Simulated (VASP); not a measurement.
The system is AgI (Iodargyrite).

```xyz
4
Lattice="4.6507 0.0000 0.0000 -2.3254 4.0277 0.0000 0.0000 0.0000 7.5997" Properties=species:S:1:pos:R:3 pbc="T T T"
Ag    2.3254    1.3426    4.7690
Ag    0.0000    2.6851    0.9691
I     2.3254    1.3426    0.0188
I     0.0000    2.6851    3.8187
```

Base run:

| Item | Value |
| --- | --- |
| Program | VASP 6.6.1 |
| Functional | r2SCAN |
| Potentials or basis | VASP PAW PBE potentials, release 64 (Ag, I) |
| Cutoff | 550 eV |
| k mesh | 6 × 6 × 4 |
| Occupations | gaussian, width 0.01 eV |
| Spin | no spin polarisation |

Its results: band gap on the k mesh 1.83 eV, direct; pressure -0.1 GPa.

Q: The run is repeated on the same cell with these changes: functional from r2SCAN to PBE; cutoff from 550 eV to 500 eV. What comes out?

A: Band gap on the k mesh 1.37 eV, direct; pressure 0.6 GPa.

r2SCAN gives the wider gap, since meta-GGAs in the generalised Kohn-Sham scheme recover part of the derivative discontinuity.

Caveats: spin-orbit coupling is left out, which moves the levels of the heavy elements; the PAW data sets were made with another functional, which shifts forces and pressure a little (some runs).

